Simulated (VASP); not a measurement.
Crystal: Tl.

```
Tl
1.0
    -1.54282    1.54282    1.45929
     1.54282   -1.54282    1.45929
     1.54282    1.54282   -1.45929
Tl
1
Cartesian
  0.0000 0.0000 0.0000
```

- Program: VASP 6.6.1
- Task: relaxation of cell and atoms
- Functional: r2SCAN
- Potentials or basis: VASP PAW PBE potentials, release 64 (Tl_d)
- Cutoff: 600 eV
- k mesh: 10 × 10 × 10
- Occupations: gaussian, width 0.1 eV
- Spin: no spin polarisation

At the start: pressure 203.4 GPa; volume 13.89 Å³/atom.

**Question.** How do energy, volume and symmetry change on relaxing?

**Answer.** Over 11 steps the energy falls by 4562.1 meV/atom and the volume is 29.50 Å³/atom (+112.3 %); space group I4/mmm (No. 139, to 0.1 Å) before and after.

The path:
```csv
step,energy change (eV),largest force (eV/Å),pressure (GPa),volume (Å³)
1,0.0000,0.0000,203.44,13.89
2,-1.3021,0.0000,-24.71,88.13
3,-4.3544,0.0000,-4.63,39.68
4,-4.4144,0.0000,-4.38,37.58
5,-4.3529,0.0000,14.11,23.81
6,-4.5329,0.0000,-2.70,32.58
7,-4.5536,0.0000,1.74,28.45
8,-4.5598,0.0000,-0.28,29.89
9,-4.5599,0.0000,0.24,29.49
10,-4.5610,0.0000,0.23,29.49
11,-4.5621,0.0000,0.22,29.50
```

Final structure:
```
Tl
1.0
    -1.96307    1.96307    1.91346
     1.96307   -1.96307    1.91346
     1.96307    1.96307   -1.91346
Tl
1
Cartesian
  0.0000 0.0000 0.0000
```

Caveat: the volume moved by over 15 % at a fixed basis, so the end points are rough; the PAW data sets were made with another functional, which shifts forces and pressure a little.
